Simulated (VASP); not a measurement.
Si5Te, 6 atoms in the cell. Symmetry: P4/mmm, No. 123, tetragonal system. Conventional cell: a = 3.039 Å, b = 3.039 Å, c = 11.681 Å, α = 90.00°, β = 90.00°, γ = 90.00°. Si (site symmetry 4mm) has 13 Si at 2.61 to 3.32 Å within 3.4 Å. Si (site symmetry 4mm) has 9 Si at 2.61 to 3.13 Å and 4 Te at 3.46 Å within 3.5 Å. Within 3.6 Å of Si (site symmetry 4/mmm) lie 14 Si at 2.71 to 3.13 Å. Within 4.0 Å of Te (site symmetry 4/mmm) lie 4 Te at 3.04 Å and 8 Si at 3.46 Å. The cell was built from a structure type or drawn by symmetry, and may not be a known phase.

| Item | Value |
| --- | --- |
| Program | VASP 6.6.1 |
| Task | relaxation of cell and atoms |
| Functional | PBE |
| Potentials or basis | VASP PAW PBE potentials, release 64 (Si, Te) |
| Cutoff | 600 eV |
| k mesh | 12 × 12 × 4 |
| Occupations | gaussian, width 0.1 eV |
| Spin | no spin polarisation |
| Dipole correction | no |
| Further INCAR settings | ALGO = Normal; EDIFF = 1e-06; IBRION = 2; EDIFFG = -0.01; NSW = 100; ISIF = 3 |

Potentials or basis: VASP PAW PBE potentials, release 64 (Si, Te).

The run is started by

```sh
$ cat potpaw_PBE.64/Si/POTCAR potpaw_PBE.64/Te/POTCAR > POTCAR
$ mpirun -np 1 vasp_std > vasp.out
```

Hardware: 1 thread of Intel Xeon 8259CL (shared host).

Task: Estimate the wall time of this run.

Result: It took 66 min on 1 thread of Intel Xeon 8259CL (shared host), peak memory 0.38 GiB. Counts: scf iterations 249, k points 84, ion steps 36.
